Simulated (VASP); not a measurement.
# Pd in VASP: single point with r2SCAN

Aim: the single point of Pd with r2SCAN.

All numbers are computed with VASP 6.6.1; they aren't measurements. Logs are shortened: lines on timing, memory, paths and dates and some standing lists are left out, and cuts for length are marked.

**1. The cell of the first run**

The cell holds a slab with vacuum, 7 atoms: a = 2.751 Å, b = 2.751 Å, c = 29.475 Å, α = 90.00°, β = 90.00°, γ = 60.00°.

**2. Single point, r2SCAN**

Contents of POSCAR:

```
Pd
1.0
    2.7506453788      0.0000000000      0.0000000000
    1.3753226894      2.3821287749      0.0000000000
    0.0000000000      0.0000000000     29.4753552829
Pd
7
Direct
    0.0000000000      0.0000000000      0.2649413993
    0.3333333333      0.3333333333      0.3435085735
    0.6666666667      0.6666666667      0.4217063595
    0.0000000000      0.0000000000      0.5000000007
    0.3333333333      0.3333333333      0.5782936402
    0.6666666667      0.6666666667      0.6564914260
    0.0000000000      0.0000000000      0.7350586008
```

Contents of INCAR.step1:

```
SYSTEM = Pd
PREC = Accurate ; ENCUT = 520
ISMEAR = 0 ; SIGMA = 0.05
LREAL = .FALSE. ; LASPH = .TRUE.
NELM = 100 ; LDIPOL = .TRUE.
IDIPOL = 3 ; DIPOL = 0.5 0.5 0.500
NBANDS = 44 ; GGA = PE
ALGO = Normal ; EDIFF = 1E-4
LWAVE = .TRUE. ; LCHARG = .FALSE.
```

Contents of INCAR.step2:

```
SYSTEM = Pd
PREC = Accurate ; ENCUT = 520
EDIFF = 1E-6 ; ISMEAR = 0
SIGMA = 0.05 ; LREAL = .FALSE.
LASPH = .TRUE. ; NELM = 100
ALGO = Normal ; ISIF = 2
LWAVE = .FALSE. ; LCHARG = .TRUE.
LDIPOL = .TRUE. ; IDIPOL = 3
DIPOL = 0.5 0.5 0.500 ; METAGGA = R2SCAN
LMIXTAU = .TRUE. ; LELF = .TRUE.
LVHAR = .TRUE. ; LVACPOTAV = .TRUE.
NBANDS = 44 ; ISTART = 1
```

Contents of KPOINTS:

```
Automatic mesh
0
G
  16 16 1
  0 0 0
```

Potentials or basis: VASP PAW PBE potentials, release 64 (Pd).

Started as:

```
$ cat potpaw_PBE.64/Pd/POTCAR > POTCAR
$ cp INCAR.step1 INCAR
$ mpirun -np 1 vasp_std > vasp.out
$ cp INCAR.step2 INCAR
$ mpirun -np 1 vasp_std > vasp.out
```

OUTCAR:

```text
SYSTEM = Pd
   PREC = Accurate
   ENCUT = 520
   EDIFF = 1E-6
   ISMEAR = 0
   LREAL = .FALSE.
   LASPH = .TRUE.
   NELM = 100
   ISIF = 2
   METAGGA = R2SCAN
   ISTART = 1

 ion  position               nearest neighbor table
   1  0.000  0.000  0.265-   2 2.81   2 2.81   2 2.81
   2  0.333  0.333  0.344-   3 2.80   3 2.80   3 2.80   1 2.81   1 2.81   1 2.81
   3  0.667  0.667  0.422-   2 2.80   2 2.80   2 2.80   4 2.80   4 2.80   4 2.80
   4  0.000  0.000  0.500-   5 2.80   5 2.80   5 2.80   3 2.80   3 2.80   3 2.80
   5  0.333  0.333  0.578-   6 2.80   6 2.80   6 2.80   4 2.80   4 2.80   4 2.80
   6  0.667  0.667  0.656-   5 2.80   5 2.80   5 2.80   7 2.81   7 2.81   7 2.81
   7  0.000  0.000  0.735-   6 2.81   6 2.81   6 2.81

  LATTYP: Found a hexagonal cell.
 ALAT       =     2.7506453788
 C/A-ratio  =    10.7157961944

  Lattice vectors:

 A1 = (  -1.3753226894,  -2.3821287749,   0.0000000000)
 A2 = (   2.7506453788,   0.0000000000,   0.0000000000)
 A3 = (   0.0000000000,   0.0000000000,  29.4753552829)

Analysis of symmetry for initial positions (statically):
=====================================================================
 Subroutine PRICEL returns:
 Original cell was already a primitive cell.

 Routine SETGRP: Setting up the symmetry group for a
 hexagonal supercell.

 Subroutine GETGRP returns: Found 12 space group operations
 (whereof 12 operations were pure point group operations)
 out of a pool of 24 trial point group operations.

The static configuration has the point symmetry D_3d.

Analysis of symmetry for dynamics (positions and initial velocities):
=====================================================================
 Subroutine PRICEL returns:
 Original cell was already a primitive cell.

 Routine SETGRP: Setting up the symmetry group for a
 hexagonal supercell.

 Subroutine GETGRP returns: Found 12 space group operations
 (whereof 12 operations were pure point group operations)
 out of a pool of 24 trial point group operations.

The dynamic configuration has the point symmetry D_3d.

 Subroutine INISYM returns: Found 12 space group operations
 (whereof 12 operations are pure point group operations),
 and found     1 'primitive' translations

----------------------------------------------------------------------------------------

                                     Primitive cell

  volume of cell :     193.1341

  direct lattice vectors                    reciprocal lattice vectors
     2.750645379  0.000000000  0.000000000     0.363551044 -0.209896293  0.000000000
     1.375322689  2.382128775  0.000000000     0.000000000  0.419792587  0.000000000
     0.000000000  0.000000000 29.475355283     0.000000000  0.000000000  0.033926648

  length of vectors
     2.750645379  2.750645379 29.475355283     0.419792587  0.419792587  0.033926648

  position of ions in fractional coordinates (direct lattice)
     0.000000000  0.000000000  0.264941399
     0.333333333  0.333333333  0.343508574
     0.666666667  0.666666667  0.421706359
     0.000000000  0.000000000  0.500000001
     0.333333333  0.333333333  0.578293640
     0.666666667  0.666666667  0.656491426
     0.000000000  0.000000000  0.735058601

  ion indices of the primitive-cell ions
   primitive index   ion index
                 1           1
                 2           2
                 3           3
                 4           4
                 5           5
                 6           6
                 7           7

----------------------------------------------------------------------------------------

 KPOINTS: Automatic mesh

Automatic generation of k-mesh.
 Grid dimensions read from file:
 generate k-points for:   16   16    1

 Generating k-lattice:

  Cartesian coordinates                     Fractional coordinates (reciprocal lattice)
     0.022721940 -0.013118518  0.000000000     0.062500000  0.000000000  0.000000000
     0.000000000  0.026237037  0.000000000     0.000000000  0.062500000  0.000000000
     0.000000000  0.000000000  0.033926648     0.000000000  0.000000000  1.000000000

  Length of vectors
     0.026237037  0.026237037  0.033926648

  Shift w.r.t. Gamma in fractional coordinates (k-lattice)
     0.000000000  0.000000000  0.000000000

 Subroutine IBZKPT returns following result:
 ===========================================

 Found     30 irreducible k-points:

 Following reciprocal coordinates:
            Coordinates               Weight
  0.000000  0.000000  0.000000      1.000000
  0.062500  0.000000  0.000000      6.000000
  0.125000  0.000000  0.000000      6.000000
  0.187500  0.000000  0.000000      6.000000
  0.250000  0.000000  0.000000      6.000000
  0.312500  0.000000  0.000000      6.000000
[... 16 lines left out ...]
  0.375000  0.187500  0.000000      6.000000
  0.437500  0.187500  0.000000     12.000000
 [... further k-points ...]
   k-points           NKPTS =     30   k-points in BZ     NKDIM =     30   number of bands    NBANDS=     44
   number of dos      NEDOS =    301   number of ions     NIONS =      7
   total plane-waves  NPLWV =  89600
   dimension x,y,z NGX =    20 NGY =   20 NGZ =  224
   dimension x,y,z NGXF=    40 NGYF=   40 NGZF=  448
   ions per type =               7
   NGX,Y,Z   is equivalent  to a cutoff of  12.09, 12.09, 12.63 a.u.
   NGXF,Y,Z  is equivalent  to a cutoff of  24.18, 24.18, 25.27 a.u.
 SYSTEM =  Pd
   PREC   = accura    normal or accurate (medium, high low for compatibility)
   ISTART =      1    job   : 0-new  1-cont  2-samecut
   ICHARG =      0    charge: 1-file 2-atom 10-const
   ISPIN  =      1    spin polarized calculation?
   LNONCOLLINEAR =      F non collinear calculations
   LSORBIT =      F    spin-orbit coupling
   LASPH  =      T    aspherical Exc in radial PAW
   ENCUT  =  520.0 eV  38.22 Ry    6.18 a.u.   5.11  5.11 54.80*2*pi/ulx,y,z
   NELM   =    100;   NELMIN=  2; NELMDL=  0     # of ELM steps
   EDIFF  = 0.1E-05   stopping-criterion for ELM
   LREAL  =      F    real-space projection
   EDIFFG = 0.1E-04   stopping-criterion for IOM
   NSW    =      0    number of steps for IOM
   IBRION =     -1    ionic relax: 0-MD 1-quasi-New 2-CG
   NFREE  =      0    steps in history (QN), initial steepest desc. (CG)
   ISIF   =      2    stress and relaxation
   ISYM   =      2    0-nonsym 1-usesym 2-fastsym
   POTIM  = 0.5000    time-step for ionic-motion
   TEBEG  =    0.0;   TEEND  =   0.0 temperature during run
   PSTRESS=    0.0 pullay stress
   NELECT =      70.0000    total number of electrons
   NUPDOWN=      -1.0000    fix difference up-down
   EMIN   =  10.00;   EMAX   =-10.00  energy-range for DOS
   EFERMI =   0.00;   METHOD = LEGACY
   ISMEAR =     0;   SIGMA  =   0.05  broadening in eV -4-tet -1-fermi 0-gaus
   EFERMI_NEDOS =   21; number of points for ismear=-14 and -15
   IALGO  =     38    algorithm
   IMIX   =      4    mixing-type and parameters
     AMIX     =   0.40;   BMIX     =  1.00
     AMIX_MAG =   1.60;   BMIX_MAG =  1.00
  volume/ion in A,a.u.               =      27.59       186.19
  Fermi-wavevector in a.u.,A,eV,Ry     =   1.167225  2.205735 18.536768  1.362414
  Thomas-Fermi vector in A             =   2.303728
   LORBIT       =      0    0 simple, 1 ext, 2 COOP (PROOUT), +10 PAW based schemes
   METAGGA = R2SCAN    functional components
   LHFCALC =     F    Hartree Fock is set to
   AEXX    =    0.0000 exact exchange contribution
   IVDW    =     0    specifies the selected vdW correction
   LEPSILON=     F    determine dielectric tensor
   LRPA    =     F    only Hartree local field effects (RPA)
 non-spin polarized calculation
 Gauss-broadening in eV      SIGMA  =   0.05
  energy-cutoff  :      520.00
  volume of cell :      193.13
 maximum number of plane-waves:      5237
   NGX = 11   NGY = 11   NGZ =109

 dipolmoment           0.000000      0.000000     -0.000000 electrons x Angstroem

 number of electron      69.9999995 magnetization

 dipolmoment           0.000000      0.000000      0.000000 electrons x Angstroem

 Free energy of the ion-electron system (eV)
  ---------------------------------------------------
  ext. energy  EPLUGINS =         0.00000000
  ---------------------------------------------------
  free energy    TOTEN  =      -159.37943553 eV

  energy without entropy =     -159.35878832  energy(sigma->0) =     -159.36911192

 E-fermi :   2.6785     XC(G=0):  -8.1517

 val. band max:        2.6711039189   @ k =   0.5000   0.1875   0.0000
 cond. band min:       2.6869779024   @ k =   0.5000   0.0625   0.0000
 fundamental gap:      0.0158739835
 Fermi energy:         2.6785369148

 k-point     1 :       0.0000    0.0000    0.0000
  band No.  band energies     occupation
      1      -4.1502      2.00000
      2      -3.6790      2.00000
      3      -3.0586      2.00000
      4      -2.5911      2.00000
      5      -2.5453      2.00000
      6      -2.3054      2.00000
[... 36 lines left out ...]
     43       4.1023      0.00000
     44       7.8866      0.00000

 k-point     2 :       0.0625    0.0000    0.0000
  band No.  band energies     occupation
      1      -4.0202      2.00000
      2      -3.5520      2.00000
      3      -2.9337      2.00000
      4      -2.4731      2.00000
      5      -2.4430      2.00000
      6      -2.1939      2.00000
[... 36 lines left out ...]
     43       4.6168      0.00000
     44       7.9895      0.00000

 k-point     3 :       0.1250    0.0000    0.0000
  band No.  band energies     occupation
      1      -3.6478      2.00000
      2      -3.1943      2.00000
      3      -2.5900      2.00000
      4      -2.1773      2.00000
      5      -2.1462      2.00000
      6      -1.8898      2.00000
[... 976 lines left out ...]
     43       9.4607      0.00000
     44      10.5148      0.00000

 k-point    24 :       0.4375    0.1875    0.0000
  band No.  band energies     occupation
      1      -1.8019      2.00000
      2      -1.7816      2.00000
      3      -1.6221      2.00000
      4      -1.5220      2.00000
      5      -1.4306      2.00000
      6      -1.4218      2.00000
[... 36 lines left out ...]
     43      10.5630      0.00000
     44      11.4404      0.00000

 [... further k-points ...]

------------------------ aborting loop because EDIFF is reached ----------------------------------------

  FORCE on cell =-STRESS in cart. coord.  units (eV):
  Direction    XX          YY          ZZ          XY          YZ          ZX
  --------------------------------------------------------------------------------------
  -------------------------------------------------------------------------------------
  Total       -2.6781090     -2.6781090     -2.1728650      0.0000000     -0.0000000     -0.0000000
  in kB      -22.2167204    -22.2167204    -18.0253805      0.0000000     -0.0000000     -0.0000000
  external PRESSURE =     -20.8196071 kB  Pullay stress =       0.0000000 kB

 VOLUME and BASIS-vectors are now :
 -----------------------------------------------------------------------------
  energy-cutoff  :      520.00
  volume of cell :      193.13
      direct lattice vectors                 reciprocal lattice vectors
     2.750645379  0.000000000  0.000000000     0.363551044 -0.209896293  0.000000000
     1.375322689  2.382128775  0.000000000     0.000000000  0.419792587  0.000000000
     0.000000000  0.000000000 29.475355283     0.000000000  0.000000000  0.033926648

 POSITION                                       TOTAL-FORCE (eV/Angst)
 -----------------------------------------------------------------------------------
      0.00000      0.00000      7.80924        -0.000000     -0.000000      0.153508
      1.37532      0.79404     10.12504         0.000000      0.000000      0.001935
      2.75065      1.58809     12.42994         0.000000      0.000000     -0.004472
      0.00000      0.00000     14.73768        -0.000000     -0.000000      0.000000
      1.37532      0.79404     17.04541        -0.000000     -0.000000      0.004472
      2.75065      1.58809     19.35032        -0.000000     -0.000000     -0.001935
      0.00000      0.00000     21.66611         0.000000     -0.000000     -0.153508
 -----------------------------------------------------------------------------------
    total drift:                               -0.000000     -0.000000      0.000000

  FREE ENERGIE OF THE ION-ELECTRON SYSTEM (eV)
  ---------------------------------------------------
  free  energy   TOTEN  =      -159.3794355263 eV

  energy  without entropy=     -159.3587883203  energy(sigma->0) =     -159.36911192

 vacuum level on the upper side and lower side of the slab         7.912         7.912
```

Wall time 25 min (1 thread of Intel Xeon Platinum 8124M at 3.00GHz (Skylake/Cascade Lake), shared host); peak memory 0.44 GiB.

Results:

| Item | Value |
| --- | --- |
| Free energy | -159.3794 eV |
| Largest force | 0.154 eV/Å |
| Band gap on the k mesh | zero (band 35 reaches 3.06 eV, above the bottom of band 36 at 2.05 eV) |

Forces in eV/Å, atoms in the order of the input:
```
Pd   0.000  0.000  0.154
Pd   0.000  0.000  0.002
Pd   0.000  0.000 -0.004
Pd   0.000  0.000  0.000
Pd   0.000  0.000  0.004
Pd   0.000  0.000 -0.002
Pd   0.000  0.000 -0.154
```

Caveat: the PAW data sets were made with another functional, which shifts forces and pressure a little.
